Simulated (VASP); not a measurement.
# Au (Fm-3m) in VASP: notebook

Runs on Au. Level: PBEsol. Tasks: single point.

All numbers are computed with VASP 6.6.1; they aren't measurements. Logs are shortened: lines on timing, memory, paths and dates and some standing lists are left out, and cuts for length are marked.

**1. The cell of the first run**

It takes space group Fm-3m (No. 225, cubic). The conventional cell has a = 3.913 Å, b = 3.913 Å, c = 3.913 Å, α = 90.00°, β = 90.00°, γ = 90.00°. Within 3.6 Å of Au (site symmetry m-3m) lie 12 Au at 2.77 Å.

**2. Single point, PBEsol (volume scaled by 0.88)**

The input, INCAR:

```
  PREC = Accurate
  ENCUT = 520
  EDIFF = 1E-6
  ISMEAR = 0
  SIGMA = 0.1
  LREAL = False
  LASPH = True
  NELM = 100
  ALGO = Normal
  ISIF = 2
  LWAVE = False
  LCHARG = False
  GGA = PS
  NBANDS = 12
```

The input, KPOINTS:

```
regular mesh
0
Gamma
  18 18 18
```

The input, POSCAR:

```
Au
1.0
    0.0000000000      1.9566831204      1.9566831204
    1.9566831204      0.0000000000      1.9566831204
    1.9566831204      1.9566831204      0.0000000000
Au
1
Direct
    0.0000000000      0.0000000000      0.0000000000
```

Potentials or basis: VASP PAW PBE potentials, release 64 (Au).

Command:

```sh
$ cat potpaw_PBE.64/Au/POTCAR > POTCAR
$ mpirun -np 1 vasp_std > vasp.out
```

OUTCAR:

```text
PREC = Accurate
   ENCUT = 520
   EDIFF = 1E-6
   ISMEAR = 0
   LREAL = False
   LASPH = True
   NELM = 100
   ISIF = 2
   GGA = PS

 ion  position               nearest neighbor table
   1  0.000  0.000  0.000-

  LATTYP: Found a face centered cubic cell.
 ALAT       =     3.9133662408

  Lattice vectors:

 A1 = (   0.0000000000,   1.9566831204,   1.9566831204)
 A2 = (   1.9566831204,   0.0000000000,   1.9566831204)
 A3 = (   1.9566831204,   1.9566831204,   0.0000000000)

Analysis of symmetry for initial positions (statically):
=====================================================================
 Subroutine PRICEL returns:
 Original cell was already a primitive cell.

 Routine SETGRP: Setting up the symmetry group for a
 face centered cubic supercell.

 Subroutine GETGRP returns: Found 48 space group operations
 (whereof 48 operations were pure point group operations)
 out of a pool of 48 trial point group operations.

The static configuration has the point symmetry O_h .

Analysis of symmetry for dynamics (positions and initial velocities):
=====================================================================
 Subroutine PRICEL returns:
 Original cell was already a primitive cell.

 Routine SETGRP: Setting up the symmetry group for a
 face centered cubic supercell.

 Subroutine GETGRP returns: Found 48 space group operations
 (whereof 48 operations were pure point group operations)
 out of a pool of 48 trial point group operations.

The dynamic configuration has the point symmetry O_h .

 Subroutine INISYM returns: Found 48 space group operations
 (whereof 48 operations are pure point group operations),
 and found     1 'primitive' translations

----------------------------------------------------------------------------------------

                                     Primitive cell

  volume of cell :      14.9827

  direct lattice vectors                    reciprocal lattice vectors
     0.000000000  1.956683120  1.956683120    -0.255534478  0.255534478  0.255534478
     1.956683120  0.000000000  1.956683120     0.255534478 -0.255534478  0.255534478
     1.956683120  1.956683120  0.000000000     0.255534478  0.255534478 -0.255534478

  length of vectors
     2.767167806  2.767167806  2.767167806     0.442598699  0.442598699  0.442598699

  position of ions in fractional coordinates (direct lattice)
     0.000000000  0.000000000  0.000000000

  ion indices of the primitive-cell ions
   primitive index   ion index
                 1           1

----------------------------------------------------------------------------------------

 KPOINTS: regular mesh

Automatic generation of k-mesh.
 Grid dimensions read from file:
 generate k-points for:   18   18   18

 Generating k-lattice:

  Cartesian coordinates                     Fractional coordinates (reciprocal lattice)
    -0.014196360  0.014196360  0.014196360     0.055555556  0.000000000  0.000000000
     0.014196360 -0.014196360  0.014196360     0.000000000  0.055555556  0.000000000
     0.014196360  0.014196360 -0.014196360     0.000000000  0.000000000  0.055555556

  Length of vectors
     0.024588817  0.024588817  0.024588817

  Shift w.r.t. Gamma in fractional coordinates (k-lattice)
     0.000000000  0.000000000  0.000000000

 Subroutine IBZKPT returns following result:
 ===========================================

 Found    195 irreducible k-points:

 Following reciprocal coordinates:
            Coordinates               Weight
  0.000000  0.000000  0.000000      1.000000
  0.055556  0.000000  0.000000      8.000000
  0.111111  0.000000  0.000000      8.000000
  0.166667  0.000000  0.000000      8.000000
  0.222222  0.000000  0.000000      8.000000
  0.277778  0.000000  0.000000      8.000000
[... 16 lines left out ...]
 -0.277778  0.055556  0.000000     24.000000
 -0.222222  0.055556  0.000000     24.000000
 [... further k-points ...]
   k-points           NKPTS =    195   k-points in BZ     NKDIM =    195   number of bands    NBANDS=     12
   number of dos      NEDOS =    301   number of ions     NIONS =      1
   total plane-waves  NPLWV =  13824
   dimension x,y,z NGX =    24 NGY =   24 NGZ =   24
   dimension x,y,z NGXF=    48 NGYF=   48 NGZF=   48
   ions per type =               1
   NGX,Y,Z   is equivalent  to a cutoff of  14.42, 14.42, 14.42 a.u.
   NGXF,Y,Z  is equivalent  to a cutoff of  28.84, 28.84, 28.84 a.u.
 SYSTEM =  unknown system
   PREC   = accura    normal or accurate (medium, high low for compatibility)
   ISTART =      0    job   : 0-new  1-cont  2-samecut
   ICHARG =      2    charge: 1-file 2-atom 10-const
   ISPIN  =      1    spin polarized calculation?
   LNONCOLLINEAR =      F non collinear calculations
   LSORBIT =      F    spin-orbit coupling
   LASPH  =      T    aspherical Exc in radial PAW
   ENCUT  =  520.0 eV  38.22 Ry    6.18 a.u.   5.15  5.15  5.15*2*pi/ulx,y,z
   NELM   =    100;   NELMIN=  2; NELMDL= -5     # of ELM steps
   EDIFF  = 0.1E-05   stopping-criterion for ELM
   LREAL  =      F    real-space projection
   EDIFFG = 0.1E-04   stopping-criterion for IOM
   NSW    =      0    number of steps for IOM
   IBRION =     -1    ionic relax: 0-MD 1-quasi-New 2-CG
   NFREE  =      0    steps in history (QN), initial steepest desc. (CG)
   ISIF   =      2    stress and relaxation
   ISYM   =      2    0-nonsym 1-usesym 2-fastsym
   POTIM  = 0.5000    time-step for ionic-motion
   TEBEG  =    0.0;   TEEND  =   0.0 temperature during run
   PSTRESS=    0.0 pullay stress
   NELECT =      11.0000    total number of electrons
   NUPDOWN=      -1.0000    fix difference up-down
   EMIN   =  10.00;   EMAX   =-10.00  energy-range for DOS
   EFERMI =   0.00;   METHOD = LEGACY
   ISMEAR =     0;   SIGMA  =   0.10  broadening in eV -4-tet -1-fermi 0-gaus
   EFERMI_NEDOS =   21; number of points for ismear=-14 and -15
   IALGO  =     38    algorithm
   IMIX   =      4    mixing-type and parameters
     AMIX     =   0.40;   BMIX     =  1.00
     AMIX_MAG =   1.60;   BMIX_MAG =  1.00
  volume/ion in A,a.u.               =      14.98       101.11
  Fermi-wavevector in a.u.,A,eV,Ry     =   1.476869  2.790877 29.676228  2.181141
  Thomas-Fermi vector in A             =   2.591343
   LORBIT       =      0    0 simple, 1 ext, 2 COOP (PROOUT), +10 PAW based schemes
   GGA     = PS    functional components
   LHFCALC =     F    Hartree Fock is set to
   AEXX    =    0.0000 exact exchange contribution
   IVDW    =     0    specifies the selected vdW correction
   LEPSILON=     F    determine dielectric tensor
   LRPA    =     F    only Hartree local field effects (RPA)
 non-spin polarized calculation
 Gauss-broadening in eV      SIGMA  =   0.10
  energy-cutoff  :      520.00
  volume of cell :       14.98
 maximum number of plane-waves:       419
 NGX is ok and might be reduce to    24
   NGX = 11   NGY = 11   NGZ = 11

 number of electron      10.9999999 magnetization

 Free energy of the ion-electron system (eV)
  ---------------------------------------------------
  ext. energy  EPLUGINS =         0.00000000
  ---------------------------------------------------
  free energy    TOTEN  =        -3.74960469 eV

  energy without entropy =       -3.74776485  energy(sigma->0) =       -3.74868477

 E-fermi :  11.6368     XC(G=0): -13.6582

 val. band max:       11.5821340593   @ k =   0.5000   0.1667   0.0556
 cond. band min:      11.6396901272   @ k =   0.5000   0.3333   0.1667
 fundamental gap:      0.0575560678
 Fermi energy:        11.6368246582

 k-point     1 :       0.0000    0.0000    0.0000
  band No.  band energies     occupation
      1       0.2150      2.00000
      2       6.1479      2.00000
      3       6.1479      2.00000
      4       6.1479      2.00000
      5       8.0637      2.00000
      6       8.0637      2.00000
      7      25.8240      0.00000
      8      30.5691      0.00000
      9      30.5691      0.00000
     10      30.5691      0.00000
     11      35.8759      0.00000
     12      42.1785      0.00000

 k-point     2 :       0.0556    0.0000    0.0000
  band No.  band energies     occupation
      1       0.3368      2.00000
      2       6.1006      2.00000
      3       6.1938      2.00000
      4       6.1938      2.00000
      5       8.0402      2.00000
      6       8.0402      2.00000
      7      25.9961      0.00000
      8      29.8550      0.00000
      9      30.7412      0.00000
     10      30.7412      0.00000
     11      36.6036      0.00000
     12      40.6065      0.00000

 k-point     3 :       0.1111    0.0000    0.0000
  band No.  band energies     occupation
      1       0.6916      2.00000
      2       5.9803      2.00000
      3       6.3137      2.00000
      4       6.3137      2.00000
      5       7.9910      2.00000
      6       7.9910      2.00000
      7      26.4504      0.00000
      8      28.3576      0.00000
      9      31.2384      0.00000
     10      31.2384      0.00000
     11      37.0211      0.00000
     12      39.6393      0.00000
[... 286 lines left out ...]
 k-point    23 :      -0.2778    0.0556    0.0000
  band No.  band energies     occupation
      1       2.7391      2.00000
      2       6.1316      2.00000
      3       6.4324      2.00000
      4       6.4737      2.00000
      5       8.2716      2.00000
      6       8.9373      2.00000
      7      21.8084      0.00000
      8      26.9101      0.00000
      9      30.8648      0.00000
     10      33.7719      0.00000
     11      34.0440      0.00000
     12      35.8898      0.00000

 k-point    24 :      -0.2222    0.0556    0.0000
  band No.  band energies     occupation
      1       2.2129      2.00000
      2       5.7738      2.00000
      3       6.5148      2.00000
      4       6.5675      2.00000
      5       7.9180      2.00000
      6       8.5287      2.00000
      7      23.9731      0.00000
      8      27.3863      0.00000
      9      31.4418      0.00000
     10      33.2548      0.00000
     11      34.3727      0.00000
     12      35.9338      0.00000

 [... further k-points ...]
[... 5 lines left out ...]
  --------------------------------------------------------------------------------------
  -------------------------------------------------------------------------------------
  Total        2.9701713      2.9701713      2.9701713     -0.0000000      0.0000000      0.0000000
  in kB      317.6146937    317.6146937    317.6146937     -0.0000000      0.0000000      0.0000000
  external PRESSURE =     317.6146937 kB  Pullay stress =       0.0000000 kB

 VOLUME and BASIS-vectors are now :
 -----------------------------------------------------------------------------
  energy-cutoff  :      520.00
  volume of cell :       14.98
      direct lattice vectors                 reciprocal lattice vectors
     0.000000000  1.956683120  1.956683120    -0.255534478  0.255534478  0.255534478
     1.956683120  0.000000000  1.956683120     0.255534478 -0.255534478  0.255534478
     1.956683120  1.956683120  0.000000000     0.255534478  0.255534478 -0.255534478

 POSITION                                       TOTAL-FORCE (eV/Angst)
 -----------------------------------------------------------------------------------
      0.00000      0.00000      0.00000         0.000000     -0.000000     -0.000000
 -----------------------------------------------------------------------------------
    total drift:                               -0.000000     -0.000000      0.000000

  FREE ENERGIE OF THE ION-ELECTRON SYSTEM (eV)
  ---------------------------------------------------
  free  energy   TOTEN  =        -3.7496046924 eV

  energy  without entropy=       -3.7477648454  energy(sigma->0) =       -3.74868477
```

It took 91 s on 1 thread of AMD EPYC 7R13, shared host; peak memory 0.13 GiB.

What came out:

```yaml
Free_energy: -3.7496 eV
Pressure: 31.8 GPa
```

Levels at points of the mesh, in eV from the Fermi level:
| k point | band 3 | band 4 | band 5 | band 6 | band 7 | band 8 | band 9 | band 10 |
| --- | --- | --- | --- | --- | --- | --- | --- | --- |
| (0.00, 0.00, 0.00) | -5.49 | -5.49 | -3.57 | -3.57 | 14.19 | 18.93 | 18.93 | 18.93 |
| (0.50, 0.00, 0.00) | -5.54 | -2.07 | -2.07 | -1.70 | 3.78 | 13.66 | 17.98 | 17.98 |
| (0.50, 0.50, 0.00) | -2.11 | -1.66 | -1.66 | 0.54 | 6.84 | 10.26 | 10.26 | 18.59 |

Caveat: the PAW data sets were made with another functional, which shifts forces and pressure a little; spin-orbit coupling is left out, which moves the levels of the heavy elements.

**3. Single point, PBEsol (volume scaled by 0.91)**

The input, INCAR:

```
SYSTEM = Au
PREC = Accurate ; ENCUT = 520
EDIFF = 1E-7 ; ISMEAR = 0
SIGMA = 0.1 ; LREAL = .False.
LASPH = .True. ; NELM = 100
ALGO = Normal ; ISIF = 2
LWAVE = .False. ; LCHARG = .False.
GGA = PS ; NBANDS = 12
```

The input, KPOINTS:

```
Automatic mesh
0
Gamma
  18 18 18
  0 0 0
```

The input, POSCAR:

```
Au
1.0
    0.0000000000      1.9786701644      1.9786701644
    1.9786701644      0.0000000000      1.9786701644
    1.9786701644      1.9786701644      0.0000000000
Au
1
Direct
    0.0000000000      0.0000000000      0.0000000000
```

Potentials or basis: VASP PAW PBE potentials, release 64 (Au).

Command:

```sh
$ cat potpaw_PBE.64/Au/POTCAR > POTCAR
$ mpirun -np 1 vasp_std > vasp.out
```

It took 98 s on 1 thread of AMD EPYC 7R13, shared host; peak memory 0.14 GiB.

The run converged. Its results:

```
Free energy : -3.8340 eV
Pressure    : 21.2 GPa
```

Levels at points of the mesh, in eV from the Fermi level:
| k point | band 4 | band 5 | band 6 | band 7 | band 8 | band 9 |
| --- | --- | --- | --- | --- | --- | --- |
| (0.00, 0.00, 0.00) | -5.25 | -3.45 | -3.45 | 14.30 | 18.84 | 18.84 |
| (0.50, 0.00, 0.00) | -2.03 | -2.03 | -1.51 | 3.58 | 13.76 | 17.77 |
| (0.50, 0.50, 0.00) | -1.64 | -1.64 | 0.66 | 6.55 | 10.19 | 10.19 |

Caveat: the PAW data sets were made with another functional, which shifts forces and pressure a little; spin-orbit coupling is left out, which moves the levels of the heavy elements.

**4. Single point, PBEsol (volume scaled by 0.94)**

The input, INCAR:

```
SYSTEM = Au
PREC = Accurate
ENCUT = 520
EDIFF = 1E-6
ISMEAR = 0
SIGMA = 0.1
LREAL = .False.
LASPH = .True.
NELM = 100
ALGO = Normal
ISIF = 2
LWAVE = .False.
LCHARG = .False.
GGA = PS
NBANDS = 12
```

KPOINTS is that of step 3.

The input, POSCAR:

```
Au
1.0
    0.0000000000      2.0001791339      2.0001791339
    2.0001791339      0.0000000000      2.0001791339
    2.0001791339      2.0001791339      0.0000000000
Au
1
Direct
    0.0000000000      0.0000000000      0.0000000000
```

Command:

```sh
$ cat potpaw_PBE.64/Au/POTCAR > POTCAR
$ mpirun -np 1 vasp_std > vasp.out
```

Wall time 99 s (1 thread of AMD EPYC 7R13, shared host); peak memory 0.14 GiB.

Results (log left out):

- Free energy: -3.8879 eV
- Pressure: 12.6 GPa

Levels at points of the mesh, in eV from the Fermi level:
```csv
k point,band 4,band 5,band 6,band 7,band 8,band 9
"(0.00, 0.00, 0.00)",-5.04,-3.33,-3.33,14.39,18.75,18.75
"(0.50, 0.00, 0.00)",-1.98,-1.98,-1.33,3.41,13.85,17.55
"(0.50, 0.50, 0.00)",-1.62,-1.62,0.77,6.27,10.13,10.13
```

Caveat: the PAW data sets were made with another functional, which shifts forces and pressure a little; spin-orbit coupling is left out, which moves the levels of the heavy elements.

**5. Single point, PBEsol (volume scaled by 0.97)**

The input, INCAR:

```
PREC = Accurate
ENCUT = 520
EDIFF = 1E-6
ISMEAR = 0
SIGMA = 0.1
LREAL = F
LASPH = T
NELM = 80
ALGO = Normal
ISIF = 2
LWAVE = F
LCHARG = F
GGA = PS
NBANDS = 12
```

The input, KPOINTS:

```
regular mesh
0
Gamma
  18 18 18
```

The input, POSCAR:

```
Au
1.0
    0.0000000000      2.0212351984      2.0212351984
    2.0212351984      0.0000000000      2.0212351984
    2.0212351984      2.0212351984      0.0000000000
Au
1
Direct
    0.0000000000      0.0000000000      0.0000000000
```

Command:

```sh
$ cat potpaw_PBE.64/Au/POTCAR > POTCAR
$ mpirun -np 1 vasp_std > vasp.out
```

It took 1.7 min on 1 thread of AMD EPYC 7R13, shared host; peak memory 0.14 GiB.

The run converged. Its results:

- Free energy: -3.9167 eV
- Pressure: 5.5 GPa

Levels at points of the mesh, in eV from the Fermi level:
| k point | band 4 | band 5 | band 6 | band 7 | band 8 | band 9 |
| --- | --- | --- | --- | --- | --- | --- |
| (0.00, 0.00, 0.00) | -4.84 | -3.22 | -3.22 | 14.47 | 18.64 | 18.64 |
| (0.50, 0.00, 0.00) | -1.95 | -1.95 | -1.16 | 3.24 | 13.91 | 17.34 |
| (0.50, 0.50, 0.00) | -1.61 | -1.61 | 0.88 | 6.02 | 10.06 | 10.06 |

Caveat: the PAW data sets were made with another functional, which shifts forces and pressure a little; spin-orbit coupling is left out, which moves the levels of the heavy elements.

[end of part 1 of 2]
